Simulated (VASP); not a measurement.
# Rb2NaPt (I4/mmm) in VASP: single point with PBE

Aim: the single point of Rb2NaPt with PBE.

All numbers are computed with VASP 6.6.1; they aren't measurements. Logs are shortened: lines on timing, memory, paths and dates and some standing lists are left out, and cuts for length are marked.

### 1 The cell of the first run

The structure is tetragonal, space group I4/mmm (No. 139). The conventional cell has a = 6.791 Å, b = 6.791 Å, c = 6.523 Å, α = 90.00°, β = 90.00°, γ = 90.00°. Rb (site symmetry mmm) has 2 Rb at 3.26 Å and 2 Na at 3.40 Å and 2 Pt at 3.40 Å within 4.3 Å. Na (site symmetry 4/mmm) has 2 Pt at 3.26 Å and 4 Rb at 3.40 Å within 4.3 Å. Pt (site symmetry 4/mmm) has 2 Na at 3.26 Å and 4 Rb at 3.40 Å within 4.3 Å.

### 2 Single point, PBE

POSCAR reads:

```
Rb2NaPt
1.0
   -3.3954328463      3.3954328463      3.2612636202
    3.3954328463     -3.3954328463      3.2612636202
    3.3954328463      3.3954328463     -3.2612636202
Rb Na Pt
2 1 1
Direct
    0.5000000000      0.0000000000      0.5000000000
    0.0000000000      0.5000000000      0.5000000000
    0.5000000000      0.5000000000      0.0000000000
    0.0000000000      0.0000000000      0.0000000000
```

INCAR.step1 reads:

```
SYSTEM = Rb2NaPt
ALGO     = Fast           ! electronic algorithm
EDIFF    = 1E-6           ! SCF threshold, eV
ENCUT    = 520            ! plane-wave cutoff, eV
GGA      = PE             ! functional
ISIF     = 2              ! what is computed and relaxed
ISMEAR   = 0              ! smearing method
LASPH    = .True.         ! aspherical terms in the spheres
LCHARG   = .True.         ! write CHGCAR
LMAXMIX  = 4              ! l up to which the mixer works
LREAL    = .False.        ! projectors in reciprocal space
LWAVE    = .False.        ! write WAVECAR
NBANDS   = 26             ! bands
NELM     = 100            ! most SCF steps
PREC     = Accurate       ! precision mode
SIGMA    = 0.1            ! smearing width, eV
```

KPOINTS.step1 reads:

```
k-points
0
Gamma
  10 10 10
  0 0 0
```

INCAR.step2 reads:

```
SYSTEM = Rb2NaPt
ALGO     = Fast           ! electronic algorithm
EDIFF    = 1E-6           ! SCF threshold, eV
ENCUT    = 520            ! plane-wave cutoff, eV
GGA      = PE             ! functional
ICHARG   = 11             ! starting density
ISIF     = 2              ! what is computed and relaxed
ISMEAR   = -5             ! smearing method
LASPH    = .True.         ! aspherical terms in the spheres
LCHARG   = .False.        ! write CHGCAR
LMAXMIX  = 4              ! l up to which the mixer works
LORBIT   = 11             ! projections on sites
LREAL    = .False.        ! projectors in reciprocal space
LWAVE    = .False.        ! write WAVECAR
NBANDS   = 26             ! bands
NEDOS    = 2001           ! points of the DOS
NELM     = 100            ! most SCF steps
PREC     = Accurate       ! precision mode
SIGMA    = 0.1            ! smearing width, eV
```

KPOINTS.step2 reads:

```
k-points
0
Gamma
  15 15 15
  0 0 0
```

Potentials or basis: VASP PAW PBE potentials, release 64 (Rb_sv, Na_pv, Pt).

The run is started by

```sh
$ cat potpaw_PBE.64/Rb_sv/POTCAR potpaw_PBE.64/Na_pv/POTCAR potpaw_PBE.64/Pt/POTCAR > POTCAR
$ cp INCAR.step1 INCAR
$ cp KPOINTS.step1 KPOINTS
$ mpirun -np 1 vasp_std > vasp.out
$ cp INCAR.step2 INCAR
$ cp KPOINTS.step2 KPOINTS
$ mpirun -np 1 vasp_std > vasp.out
```

OUTCAR:

```text
SYSTEM = Rb2NaPt
   EDIFF = 1E-6
   ENCUT = 520
   GGA = PE
   ICHARG = 11
   ISIF = 2
   ISMEAR = -5
   LASPH = .True.
   LORBIT = 11
   LREAL = .False.
   NELM = 100
   PREC = Accurate

 ion  position               nearest neighbor table
   1  0.500  0.000  0.500-   2 3.26   2 3.26   4 3.40   3 3.40   4 3.40   3 3.40   2 4.80   2 4.80
                             2 4.80   2 4.80
   2  0.000  0.500  0.500-   1 3.26   1 3.26   4 3.40   4 3.40   3 3.40   3 3.40   1 4.80   1 4.80
                             1 4.80   1 4.80
   3  0.500  0.500  0.000-   1 3.40   2 3.40   1 3.40   2 3.40
   4  0.000  0.000  0.000-   1 3.40   2 3.40   2 3.40   1 3.40

  LATTYP: Found a body centered tetragonal cell.
 ALAT       =     6.7908656926
 C/A-ratio  =     0.9604853837

  Lattice vectors:

 A1 = (  -3.3954328463,   3.3954328463,   3.2612636202)
 A2 = (   3.3954328463,  -3.3954328463,   3.2612636202)
 A3 = (   3.3954328463,   3.3954328463,  -3.2612636202)

Analysis of symmetry for initial positions (statically):
=====================================================================
 Subroutine PRICEL returns:
 Original cell was already a primitive cell.

 Routine SETGRP: Setting up the symmetry group for a
 body centered tetragonal supercell.

 Subroutine GETGRP returns: Found 16 space group operations
 (whereof 16 operations were pure point group operations)
 out of a pool of 16 trial point group operations.

The static configuration has the point symmetry D_4h.

Analysis of symmetry for dynamics (positions and initial velocities):
=====================================================================
 Subroutine PRICEL returns:
 Original cell was already a primitive cell.

 Routine SETGRP: Setting up the symmetry group for a
 body centered tetragonal supercell.

 Subroutine GETGRP returns: Found 16 space group operations
 (whereof 16 operations were pure point group operations)
 out of a pool of 16 trial point group operations.

The dynamic configuration has the point symmetry D_4h.

 Subroutine INISYM returns: Found 16 space group operations
 (whereof 16 operations are pure point group operations),
 and found     1 'primitive' translations

----------------------------------------------------------------------------------------

                                     Primitive cell

  volume of cell :     150.3960

  direct lattice vectors                    reciprocal lattice vectors
    -3.395432846  3.395432846  3.261263620     0.000000000  0.147256630  0.153314806
     3.395432846 -3.395432846  3.261263620     0.147256630  0.000000000  0.153314806
     3.395432846  3.395432846 -3.261263620     0.147256630  0.147256630  0.000000000

  length of vectors
     5.804633393  5.804633393  5.804633393     0.212579268  0.212579268  0.208252324

  position of ions in fractional coordinates (direct lattice)
     0.500000000  0.000000000  0.500000000
     0.000000000  0.500000000  0.500000000
     0.500000000  0.500000000  0.000000000
     0.000000000  0.000000000  0.000000000

  ion indices of the primitive-cell ions
   primitive index   ion index
                 1           1
                 2           2
                 3           3
                 4           4

----------------------------------------------------------------------------------------

 KPOINTS: k-points

Automatic generation of k-mesh.
 Grid dimensions read from file:
 generate k-points for:   15   15   15

 Generating k-lattice:

  Cartesian coordinates                     Fractional coordinates (reciprocal lattice)
     0.000000000  0.009817109  0.010220987     0.066666667  0.000000000  0.000000000
     0.009817109  0.000000000  0.010220987     0.000000000  0.066666667  0.000000000
     0.009817109  0.009817109  0.000000000     0.000000000  0.000000000  0.066666667

  Length of vectors
     0.014171951  0.014171951  0.013883488

  Shift w.r.t. Gamma in fractional coordinates (k-lattice)
     0.000000000  0.000000000  0.000000000

 TETIRR: Found   8139 inequivalent tetrahedra from    20250

 Subroutine IBZKPT returns following result:
 ===========================================

 Found    288 irreducible k-points:

 Following reciprocal coordinates:
            Coordinates               Weight
  0.000000  0.000000  0.000000      1.000000
  0.066667 -0.000000  0.000000      8.000000
  0.133333  0.000000 -0.000000      8.000000
  0.200000  0.000000 -0.000000      8.000000
  0.266667  0.000000 -0.000000      8.000000
  0.333333  0.000000 -0.000000      8.000000
[... 16 lines left out ...]
  0.133333  0.133333 -0.000000      8.000000
  0.200000  0.133333 -0.000000     16.000000
 [... further k-points ...]
   k-points           NKPTS =    288   k-points in BZ     NKDIM =    288   number of bands    NBANDS=     26
   number of dos      NEDOS =   2001   number of ions     NIONS =      4
   total plane-waves  NPLWV = 110592
   dimension x,y,z NGX =    48 NGY =   48 NGZ =   48
   dimension x,y,z NGXF=    96 NGYF=   96 NGZF=   96
   ions per type =               2   1   1
   NGX,Y,Z   is equivalent  to a cutoff of  13.75, 13.75, 13.75 a.u.
   NGXF,Y,Z  is equivalent  to a cutoff of  27.49, 27.49, 27.49 a.u.
 SYSTEM =  Rb2NaPt
   PREC   = accura    normal or accurate (medium, high low for compatibility)
   ISTART =      0    job   : 0-new  1-cont  2-samecut
   ICHARG =     11    charge: 1-file 2-atom 10-const
   ISPIN  =      1    spin polarized calculation?
   LNONCOLLINEAR =      F non collinear calculations
   LSORBIT =      F    spin-orbit coupling
   LASPH  =      T    aspherical Exc in radial PAW
   ENCUT  =  520.0 eV  38.22 Ry    6.18 a.u.  10.79 10.79 10.79*2*pi/ulx,y,z
   NELM   =    100;   NELMIN=  2; NELMDL=  0     # of ELM steps
   EDIFF  = 0.1E-05   stopping-criterion for ELM
   LREAL  =      F    real-space projection
   EDIFFG = 0.1E-04   stopping-criterion for IOM
   NSW    =      0    number of steps for IOM
   IBRION =     -1    ionic relax: 0-MD 1-quasi-New 2-CG
   NFREE  =      0    steps in history (QN), initial steepest desc. (CG)
   ISIF   =      2    stress and relaxation
   ISYM   =      2    0-nonsym 1-usesym 2-fastsym
   POTIM  = 0.5000    time-step for ionic-motion
   TEBEG  =    0.0;   TEEND  =   0.0 temperature during run
   PSTRESS=    0.0 pullay stress
   NELECT =      35.0000    total number of electrons
   NUPDOWN=      -1.0000    fix difference up-down
   EMIN   =  10.00;   EMAX   =-10.00  energy-range for DOS
   EFERMI =   0.00;   METHOD = LEGACY
   ISMEAR =    -5;   SIGMA  =   0.10  broadening in eV -4-tet -1-fermi 0-gaus
   EFERMI_NEDOS =   21; number of points for ismear=-14 and -15
   IALGO  =     68    algorithm
   IMIX   =      4    mixing-type and parameters
     AMIX     =   0.40;   BMIX     =  1.00
     AMIX_MAG =   1.60;   BMIX_MAG =  1.00
  volume/ion in A,a.u.               =      37.60       253.73
  Fermi-wavevector in a.u.,A,eV,Ry     =   1.006975  1.902907 13.796295  1.013999
  Thomas-Fermi vector in A             =   2.139751
   LORBIT       =     11    0 simple, 1 ext, 2 COOP (PROOUT), +10 PAW based schemes
   GGA     = PE    functional components
   LHFCALC =     F    Hartree Fock is set to
   AEXX    =    0.0000 exact exchange contribution
   IVDW    =     0    specifies the selected vdW correction
   LEPSILON=     F    determine dielectric tensor
   LRPA    =     F    only Hartree local field effects (RPA)
 non-spin polarized calculation
 RMM-DIIS sequential band-by-band and
 Fermi weights with tetrahedron method with Bloechl corrections
  energy-cutoff  :      520.00
  volume of cell :      150.40
 maximum number of plane-waves:      4076
 NGX is ok and might be reduce to    48

 number of electron      34.9999997 magnetization

 Free energy of the ion-electron system (eV)
  ---------------------------------------------------
  ext. energy  EPLUGINS =         0.00000000
  ---------------------------------------------------
  free energy    TOTEN  =        -7.99337013 eV

  energy without entropy =       -7.99337013  energy(sigma->0) =       -7.99337013

 E-fermi :   1.6714     XC(G=0):  -7.6511

 val. band max:        1.6660448532   @ k =   0.3333   0.2667   0.1333
 cond. band min:       1.6648374095   @ k =  -0.4000   0.4667   0.1333
 fundamental gap:     -0.0012074437
 Fermi energy:         1.6713994517

 k-point     1 :       0.0000    0.0000    0.0000
  band No.  band energies     occupation
      1     -26.8776      2.00000
      2     -26.6446      2.00000
      3     -23.4153      2.00000
      4     -23.4153      2.00000
      5     -23.2634      2.00000
      6     -11.9207      2.00000
[... 18 lines left out ...]
     25       5.8476      0.00000
     26       6.4397      0.00000

 k-point     2 :       0.0667   -0.0000    0.0000
  band No.  band energies     occupation
      1     -26.8752      2.00000
      2     -26.6473      2.00000
      3     -23.4153      2.00000
      4     -23.4152      2.00000
      5     -23.2635      2.00000
      6     -11.9044      2.00000
[... 18 lines left out ...]
     25       5.9244      0.00000
     26       6.3105      0.00000

 k-point     3 :       0.1333    0.0000   -0.0000
  band No.  band energies     occupation
      1     -26.8679      2.00000
      2     -26.6551      2.00000
      3     -23.4153      2.00000
      4     -23.4151      2.00000
      5     -23.2635      2.00000
      6     -11.8558      2.00000
[... 18 lines left out ...]
     25       6.1328      0.00000
     26       6.3002      0.00000

 k-point     4 :       0.2000    0.0000   -0.0000
  band No.  band energies     occupation
      1     -26.8561      2.00000
      2     -26.6676      2.00000
      3     -23.4153      2.00000
      4     -23.4150      2.00000
      5     -23.2635      2.00000
      6     -11.7764      2.00000
[... 18 lines left out ...]
     25       6.4052      0.00000
     26       6.4323      0.00000
[... 496 lines left out ...]
      1     -26.8775      2.00000
      2     -26.6448      2.00000
      3     -23.4153      2.00000
      4     -23.4152      2.00000
      5     -23.2634      2.00000
      6     -11.9212      2.00000
[... 18 lines left out ...]
     25       5.9095      0.00000
     26       6.1719      0.00000

 k-point    23 :       0.1333    0.1333   -0.0000
  band No.  band energies     occupation
      1     -26.8407      2.00000
      2     -26.6839      2.00000
      3     -23.4151      2.00000
      4     -23.4151      2.00000
      5     -23.2636      2.00000
      6     -11.6664      2.00000
[... 18 lines left out ...]
     25       6.0370      0.00000
     26       6.4032      0.00000

 k-point    24 :       0.2000    0.1333   -0.0000
  band No.  band energies     occupation
      1     -26.8216      2.00000
      2     -26.7038      2.00000
      3     -23.4152      2.00000
      4     -23.4150      2.00000
      5     -23.2637      2.00000
      6     -11.5322      2.00000
[... 18 lines left out ...]
     25       6.2723      0.00000
     26       6.5152      0.00000

 [... further k-points ...]

------------------------ aborting loop because EDIFF is reached ----------------------------------------

  FORCE on cell =-STRESS in cart. coord.  units (eV):
  Direction    XX          YY          ZZ          XY          YZ          ZX
  --------------------------------------------------------------------------------------
  -------------------------------------------------------------------------------------
  Total        0.0158302      0.0158302      0.0267332      0.0000000      0.0000000      0.0000000
  in kB        0.1686401      0.1686401      0.2847902      0.0000000      0.0000000      0.0000000
  external PRESSURE =       0.2073568 kB  Pullay stress =       0.0000000 kB

 VOLUME and BASIS-vectors are now :
 -----------------------------------------------------------------------------
  energy-cutoff  :      520.00
  volume of cell :      150.40
      direct lattice vectors                 reciprocal lattice vectors
    -3.395432846  3.395432846  3.261263620     0.000000000  0.147256630  0.153314806
     3.395432846 -3.395432846  3.261263620     0.147256630  0.000000000  0.153314806
     3.395432846  3.395432846 -3.261263620     0.147256630  0.147256630  0.000000000

 POSITION                                       TOTAL-FORCE (eV/Angst)
 -----------------------------------------------------------------------------------
      0.00000      3.39543      0.00000         0.000000      0.000000      0.000000
      3.39543      0.00000      0.00000        -0.000000     -0.000000     -0.000000
      0.00000      0.00000      3.26126        -0.000000     -0.000000     -0.000000
      0.00000      0.00000      0.00000        -0.000000      0.000000     -0.000000
 -----------------------------------------------------------------------------------
    total drift:                               -0.000000     -0.000000      0.000000

  FREE ENERGIE OF THE ION-ELECTRON SYSTEM (eV)
  ---------------------------------------------------
  free  energy   TOTEN  =        -7.9933701349 eV

  energy  without entropy=       -7.9933701349  energy(sigma->0) =       -7.99337013

 total charge

# of ion       s       p       d       tot
------------------------------------------
    1        1.956   5.326   0.041   7.323
    2        1.956   5.326   0.041   7.323
    3        0.115   5.960   0.000   6.076
    4        0.709   0.059   8.270   9.038
--------------------------------------------------
tot          4.738  16.671   8.351  29.760
```

Wall time 58 min (1 thread of Intel Xeon Platinum 8488C (Sapphire Rapids), shared host); peak memory 1.1 GiB.

Results:

```yaml
Valence_electrons_inside_the_program's_atomic_spheres: Rb 7.32; Na 6.08; Pt 9.04
```

Caveat: spin-orbit coupling is left out, which moves the levels of the heavy elements; tetrahedron occupations give inexact forces and stress in metals.
